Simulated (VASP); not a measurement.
# Tl (Fm-3m) in VASP: a series of runs

Tl is run at these levels: PBEsol; tasks: single point.

Program: VASP 6.6.1. These are calculated values, not measurements. Logs are shortened: lines on timing, memory, paths and dates and some standing lists are left out, and cuts for length are marked.

## 1. The cell of the first run

The structure is cubic, space group Fm-3m (No. 225). Conventional cell: a = 4.748 Å, b = 4.748 Å, c = 4.748 Å, α = 90.00°, β = 90.00°, γ = 90.00°. Tl (site symmetry m-3m) has 12 Tl at 3.36 Å within 4.4 Å.

## 2. Single point, PBEsol (strained)

Contents of INCAR:

```
PREC = Accurate
ENCUT = 520
EDIFF = 1E-6
ISMEAR = 0
SIGMA = 0.1
LREAL = F
LASPH = T
NELM = 60
ALGO = Normal
ISIF = 2
LWAVE = F
LCHARG = F
GGA = PS
NBANDS = 12
```

Contents of KPOINTS:

```
Automatic mesh
0
Gamma
  14 14 14
```

Contents of POSCAR:

```
Tl
1.0
    0.0000000000      2.3739027636      2.3739027636
    2.3739027636      0.0000000000      2.3739027636
    2.3739027636      2.3739027636      0.0000000000
Tl
1
Direct
    0.0000000000      0.0000000000      0.0000000000
```

Potentials or basis: VASP PAW PBE potentials, release 64 (Tl_d).

Launch:

```sh
> cat potpaw_PBE.64/Tl_d/POTCAR > POTCAR
> mpirun -np 1 vasp_std > vasp.out
```

OUTCAR:

```text
PREC = Accurate
   ENCUT = 520
   EDIFF = 1E-6
   ISMEAR = 0
   LREAL = F
   LASPH = T
   NELM = 60
   ISIF = 2
   GGA = PS

 ion  position               nearest neighbor table
   1  0.000  0.000  0.000-

  LATTYP: Found a face centered cubic cell.
 ALAT       =     4.7478055272

  Lattice vectors:

 A1 = (   0.0000000000,   2.3739027636,   2.3739027636)
 A2 = (   2.3739027636,   0.0000000000,   2.3739027636)
 A3 = (   2.3739027636,   2.3739027636,   0.0000000000)

Analysis of symmetry for initial positions (statically):
=====================================================================
 Subroutine PRICEL returns:
 Original cell was already a primitive cell.

 Routine SETGRP: Setting up the symmetry group for a
 face centered cubic supercell.

 Subroutine GETGRP returns: Found 48 space group operations
[... 9 lines left out ...]

 Routine SETGRP: Setting up the symmetry group for a
 face centered cubic supercell.

 Subroutine GETGRP returns: Found 48 space group operations
[... 11 lines left out ...]
                                     Primitive cell

  volume of cell :      26.7559

  direct lattice vectors                    reciprocal lattice vectors
     0.000000000  2.373902764  2.373902764    -0.210623623  0.210623623  0.210623623
     2.373902764  0.000000000  2.373902764     0.210623623 -0.210623623  0.210623623
     2.373902764  2.373902764  0.000000000     0.210623623  0.210623623 -0.210623623

  length of vectors
     3.357205484  3.357205484  3.357205484     0.364810816  0.364810816  0.364810816

  position of ions in fractional coordinates (direct lattice)
     0.000000000  0.000000000  0.000000000

  ion indices of the primitive-cell ions
   primitive index   ion index
                 1           1

----------------------------------------------------------------------------------------

 KPOINTS: Automatic mesh

Automatic generation of k-mesh.
 Grid dimensions read from file:
 generate k-points for:   14   14   14

 Generating k-lattice:

  Cartesian coordinates                     Fractional coordinates (reciprocal lattice)
    -0.015044544  0.015044544  0.015044544     0.071428571  0.000000000  0.000000000
     0.015044544 -0.015044544  0.015044544     0.000000000  0.071428571  0.000000000
     0.015044544  0.015044544 -0.015044544     0.000000000  0.000000000  0.071428571

  Length of vectors
     0.026057915  0.026057915  0.026057915

  Shift w.r.t. Gamma in fractional coordinates (k-lattice)
     0.000000000  0.000000000  0.000000000

 Subroutine IBZKPT returns following result:
 ===========================================

 Found    104 irreducible k-points:

 Following reciprocal coordinates:
            Coordinates               Weight
  0.000000  0.000000  0.000000      1.000000
  0.071429  0.000000  0.000000      8.000000
  0.142857  0.000000  0.000000      8.000000
  0.214286  0.000000  0.000000      8.000000
  0.285714  0.000000  0.000000      8.000000
  0.357143  0.000000  0.000000      8.000000
[... 16 lines left out ...]
  0.214286  0.142857  0.000000     24.000000
  0.285714  0.142857  0.000000     24.000000
 [... further k-points ...]
   k-points           NKPTS =    104   k-points in BZ     NKDIM =    104   number of bands    NBANDS=     12
   number of dos      NEDOS =    301   number of ions     NIONS =      1
   total plane-waves  NPLWV =  21952
   dimension x,y,z NGX =    28 NGY =   28 NGZ =   28
   dimension x,y,z NGXF=    56 NGYF=   56 NGZF=   56
   ions per type =               1
   NGX,Y,Z   is equivalent  to a cutoff of  13.87, 13.87, 13.87 a.u.
   NGXF,Y,Z  is equivalent  to a cutoff of  27.73, 27.73, 27.73 a.u.
 SYSTEM =  unknown system
   PREC   = accura    normal or accurate (medium, high low for compatibility)
   ISTART =      0    job   : 0-new  1-cont  2-samecut
   ICHARG =      2    charge: 1-file 2-atom 10-const
   ISPIN  =      1    spin polarized calculation?
   LNONCOLLINEAR =      F non collinear calculations
   LSORBIT =      F    spin-orbit coupling
   LASPH  =      T    aspherical Exc in radial PAW
   ENCUT  =  520.0 eV  38.22 Ry    6.18 a.u.   6.24  6.24  6.24*2*pi/ulx,y,z
   NELM   =     60;   NELMIN=  2; NELMDL= -5     # of ELM steps
   EDIFF  = 0.1E-05   stopping-criterion for ELM
   LREAL  =      F    real-space projection
   EDIFFG = 0.1E-04   stopping-criterion for IOM
   NSW    =      0    number of steps for IOM
   IBRION =     -1    ionic relax: 0-MD 1-quasi-New 2-CG
   NFREE  =      0    steps in history (QN), initial steepest desc. (CG)
   ISIF   =      2    stress and relaxation
   ISYM   =      2    0-nonsym 1-usesym 2-fastsym
   POTIM  = 0.5000    time-step for ionic-motion
   TEBEG  =    0.0;   TEEND  =   0.0 temperature during run
   PSTRESS=    0.0 pullay stress
   NELECT =      13.0000    total number of electrons
   NUPDOWN=      -1.0000    fix difference up-down
   EMIN   =  10.00;   EMAX   =-10.00  energy-range for DOS
   EFERMI =   0.00;   METHOD = LEGACY
   ISMEAR =     0;   SIGMA  =   0.10  broadening in eV -4-tet -1-fermi 0-gaus
   EFERMI_NEDOS =   21; number of points for ismear=-14 and -15
   IALGO  =     38    algorithm
   IMIX   =      4    mixing-type and parameters
     AMIX     =   0.40;   BMIX     =  1.00
     AMIX_MAG =   1.60;   BMIX_MAG =  1.00
  volume/ion in A,a.u.               =      26.76       180.56
  Fermi-wavevector in a.u.,A,eV,Ry     =   1.287013  2.432102 22.536733  1.656403
  Thomas-Fermi vector in A             =   2.419053
   LORBIT       =      0    0 simple, 1 ext, 2 COOP (PROOUT), +10 PAW based schemes
   GGA     = PS    functional components
   LHFCALC =     F    Hartree Fock is set to
   AEXX    =    0.0000 exact exchange contribution
   IVDW    =     0    specifies the selected vdW correction
   LEPSILON=     F    determine dielectric tensor
   LRPA    =     F    only Hartree local field effects (RPA)
 non-spin polarized calculation
 Gauss-broadening in eV      SIGMA  =   0.10
  energy-cutoff  :      520.00
  volume of cell :       26.76
 maximum number of plane-waves:       736
 NGX is ok and might be reduce to    28
   NGX = 13   NGY = 13   NGZ = 13

 number of electron      13.0000001 magnetization

 Free energy of the ion-electron system (eV)
  ---------------------------------------------------
  ext. energy  EPLUGINS =         0.00000000
  ---------------------------------------------------
  free energy    TOTEN  =        -2.60370276 eV

  energy without entropy =       -2.60081115  energy(sigma->0) =       -2.60225696

 E-fermi :   7.0468     XC(G=0): -10.7037

 val. band max:        6.9858122727   @ k =  -0.2857   0.4286   0.2143
 cond. band min:       7.0720246341   @ k =  -0.2857   0.4286   0.1429
 fundamental gap:      0.0862123614
 Fermi energy:         7.0467913526

 k-point     1 :       0.0000    0.0000    0.0000
  band No.  band energies     occupation
      1      -4.5336      2.00000
      2      -4.5336      2.00000
      3      -4.5336      2.00000
      4      -4.2022      2.00000
      5      -4.2022      2.00000
      6      -3.4337      2.00000
      7      17.9561      0.00000
      8      17.9561      0.00000
      9      17.9561      0.00000
     10      18.1264      0.00000
     11      22.2071      0.00000
     12      22.8691      0.00000

 k-point     2 :       0.0714    0.0000    0.0000
  band No.  band energies     occupation
      1      -4.5398      2.00000
      2      -4.5174      2.00000
      3      -4.5174      2.00000
      4      -4.2050      2.00000
      5      -4.2050      2.00000
      6      -3.3166      2.00000
      7      16.5621      0.00000
      8      17.8398      0.00000
      9      17.8398      0.00000
     10      18.1331      0.00000
     11      22.3874      0.00000
     12      23.0262      0.00000

 k-point     3 :       0.1429    0.0000    0.0000
  band No.  band energies     occupation
      1      -4.5674      2.00000
      2      -4.4802      2.00000
      3      -4.4802      2.00000
      4      -4.2035      2.00000
      5      -4.2035      2.00000
      6      -2.9536      2.00000
      7      14.1082      0.00000
      8      17.5242      0.00000
      9      17.5242      0.00000
     10      18.1642      0.00000
     11      21.9896      0.00000
     12      23.0463      0.00000

 k-point     4 :       0.2143    0.0000    0.0000
  band No.  band energies     occupation
      1      -4.6215      2.00000
      2      -4.4558      2.00000
      3      -4.4558      2.00000
      4      -4.1698      2.00000
      5      -4.1698      2.00000
      6      -2.3321      2.00000
      7      11.5804      0.00000
      8      17.0824      0.00000
      9      17.0824      0.00000
     10      18.1367      0.00000
     11      21.3272      0.00000
     12      22.4373      0.00000

 k-point     5 :       0.2857    0.0000    0.0000
  band No.  band energies     occupation
      1      -4.6896      2.00000
      2      -4.4652      2.00000
      3      -4.4652      2.00000
      4      -4.0928      2.00000
      5      -4.0928      2.00000
      6      -1.4574      2.00000
      7       9.1665      0.00000
      8      16.5990      0.00000
      9      16.5990      0.00000
     10      17.9988      0.00000
     11      20.8287      0.00000
     12      21.8782      0.00000

 k-point     6 :       0.3571    0.0000    0.0000
  band No.  band energies     occupation
      1      -4.7540      2.00000
      2      -4.4910      2.00000
      3      -4.4910      2.00000
      4      -4.0031      2.00000
      5      -4.0031      2.00000
      6      -0.3502      2.00000
      7       6.9401      1.86860
      8      16.1654      0.00000
      9      16.1654      0.00000
     10      17.7886      0.00000
     11      20.5611      0.00000
     12      21.4890      0.00000

 k-point     7 :       0.4286    0.0000    0.0000
  band No.  band energies     occupation
      1      -4.7992      2.00000
      2      -4.5132      2.00000
      3      -4.5132      2.00000
      4      -3.9347      2.00000
      5      -3.9347      2.00000
      6       0.9204      2.00000
      7       4.9917      2.00000
      8      15.8661      0.00000
      9      15.8661      0.00000
     10      17.6087      0.00000
     11      20.4485      0.00000
     12      21.2675      0.00000

 k-point     8 :       0.5000    0.0000    0.0000
  band No.  band energies     occupation
      1      -4.8154      2.00000
      2      -4.5217      2.00000
      3      -4.5217      2.00000
      4      -3.9094      2.00000
      5      -3.9094      2.00000
      6       1.8099      2.00000
      7       3.8755      2.00000
      8      15.7594      0.00000
      9      15.7594      0.00000
     10      17.5397      0.00000
     11      20.4191      0.00000
     12      21.1963      0.00000
[... 166 lines left out ...]
 k-point    20 :      -0.1429    0.0714    0.0000
  band No.  band energies     occupation
      1      -4.5776      2.00000
      2      -4.4626      2.00000
      3      -4.4540      2.00000
      4      -4.2413      2.00000
      5      -4.1696      2.00000
      6      -2.6640      2.00000
      7      13.2852      0.00000
      8      15.4925      0.00000
      9      18.2573      0.00000
     10      18.7669      0.00000
     11      20.9568      0.00000
     12      22.1605      0.00000

 k-point    21 :      -0.0714    0.0714    0.0000
  band No.  band energies     occupation
      1      -4.5520      2.00000
      2      -4.4965      2.00000
      3      -4.4887      2.00000
      4      -4.2273      2.00000
      5      -4.1908      2.00000
      6      -3.1164      2.00000
      7      15.5613      0.00000
      8      16.2793      0.00000
      9      18.2481      0.00000
     10      18.4687      0.00000
     11      21.8119      0.00000
     12      22.9150      0.00000

 k-point    22 :       0.1429    0.1429    0.0000
  band No.  band energies     occupation
      1      -4.6168      2.00000
      2      -4.4156      2.00000
      3      -4.4156      2.00000
      4      -4.3082      2.00000
      5      -4.1519      2.00000
      6      -2.7972      2.00000
      7      15.7169      0.00000
      8      15.8556      0.00000
      9      15.8556      0.00000
     10      17.5509      0.00000
     11      19.7335      0.00000
     12      24.2506      0.00000

 k-point    23 :       0.2143    0.1429    0.0000
  band No.  band energies     occupation
      1      -4.6483      2.00000
      2      -4.3842      2.00000
      3      -4.3647      2.00000
      4      -4.3426      2.00000
      5      -4.1188      2.00000
      6      -2.3463      2.00000
      7      13.4266      0.00000
      8      15.1808      0.00000
      9      15.8907      0.00000
     10      17.8786      0.00000
     11      18.7011      0.00000
     12      24.1206      0.00000

 k-point    24 :       0.2857    0.1429    0.0000
  band No.  band energies     occupation
      1      -4.6731      2.00000
      2      -4.4249      2.00000
      3      -4.3467      2.00000
      4      -4.3020      2.00000
      5      -4.0545      2.00000
      6      -1.6400      2.00000
      7      11.0009      0.00000
      8      14.6745      0.00000
      9      15.3652      0.00000
     10      17.4652      0.00000
     11      19.5487      0.00000
     12      23.7981      0.00000

 [... further k-points ...]
[... 5 lines left out ...]
  --------------------------------------------------------------------------------------
  -------------------------------------------------------------------------------------
  Total        0.4180366      0.4180366      0.4180366      0.0000000      0.0000000     -0.0000000
  in kB       25.0326084     25.0326084     25.0326084      0.0000000      0.0000000     -0.0000000
  external PRESSURE =      25.0326084 kB  Pullay stress =       0.0000000 kB

 VOLUME and BASIS-vectors are now :
 -----------------------------------------------------------------------------
  energy-cutoff  :      520.00
  volume of cell :       26.76
      direct lattice vectors                 reciprocal lattice vectors
     0.000000000  2.373902764  2.373902764    -0.210623623  0.210623623  0.210623623
     2.373902764  0.000000000  2.373902764     0.210623623 -0.210623623  0.210623623
     2.373902764  2.373902764  0.000000000     0.210623623  0.210623623 -0.210623623

 POSITION                                       TOTAL-FORCE (eV/Angst)
 -----------------------------------------------------------------------------------
      0.00000      0.00000      0.00000         0.000000      0.000000      0.000000
 -----------------------------------------------------------------------------------
    total drift:                               -0.000000     -0.000000     -0.000000

  FREE ENERGIE OF THE ION-ELECTRON SYSTEM (eV)
  ---------------------------------------------------
  free  energy   TOTEN  =        -2.6037027582 eV

  energy  without entropy=       -2.6008111543  energy(sigma->0) =       -2.60225696
```

It took 29 s on 1 thread of Intel Xeon 6975P-C (Granite Rapids), shared host; peak memory 0.17 GiB.

Results:

* Free energy: -2.6037 eV
* Pressure: 2.5 GPa

Caveat: the cell differs from its parent crystal (strained); the PAW data sets were made with another functional, which shifts forces and pressure a little; spin-orbit coupling is left out, which moves the levels of the heavy elements.

## 3. Single point, PBEsol (strained)

Contents of INCAR:

```
SYSTEM = Tl
ALGO = Normal ; EDIFF = 1E-6
ENCUT = 520 ; GGA = PS
ISIF = 2 ; ISMEAR = 0
LASPH = .TRUE. ; LCHARG = .TRUE.
LELF = .TRUE. ; LREAL = .FALSE.
LVHAR = .TRUE. ; LWAVE = .FALSE.
NBANDS = 12 ; NELM = 80
PREC = Accurate ; SIGMA = 0.1
```

Contents of KPOINTS:

```
k-points
0
G
  14 14 14
  0 0 0
```

Contents of POSCAR:

```
Tl
1.0
    0.0000000000      2.3924743131      2.3924743131
    2.3924743131      0.0000000000      2.3924743131
    2.3924743131      2.3924743131      0.0000000000
Tl
1
Direct
    0.0000000000      0.0000000000      0.0000000000
```

Potentials or basis: VASP PAW PBE potentials, release 64 (Tl_d).

Launch:

```sh
> cat potpaw_PBE.64/Tl_d/POTCAR > POTCAR
> mpirun -np 1 vasp_std > vasp.out
```

Wall time 25 s (1 thread of Intel Xeon 6975P-C (Granite Rapids), shared host); peak memory 0.17 GiB.

It converged, with:

* Free energy: -2.6117 eV
* Pressure: 1.4 GPa

Levels at points of the mesh, in eV from the Fermi level:
| k point | band 4 | band 5 | band 6 | band 7 | band 8 | band 9 |
| --- | --- | --- | --- | --- | --- | --- |
| (0.00, 0.00, 0.00) | -11.23 | -11.23 | -10.31 | 10.71 | 10.71 | 10.71 |
| (0.50, 0.00, 0.00) | -10.96 | -10.96 | -5.25 | -3.07 | 8.55 | 8.55 |
| (0.50, 0.50, 0.00) | -10.88 | -10.88 | -3.43 | -1.93 | 4.18 | 4.18 |

Caveat: the cell differs from its parent crystal (strained); the PAW data sets were made with another functional, which shifts forces and pressure a little; spin-orbit coupling is left out, which moves the levels of the heavy elements.
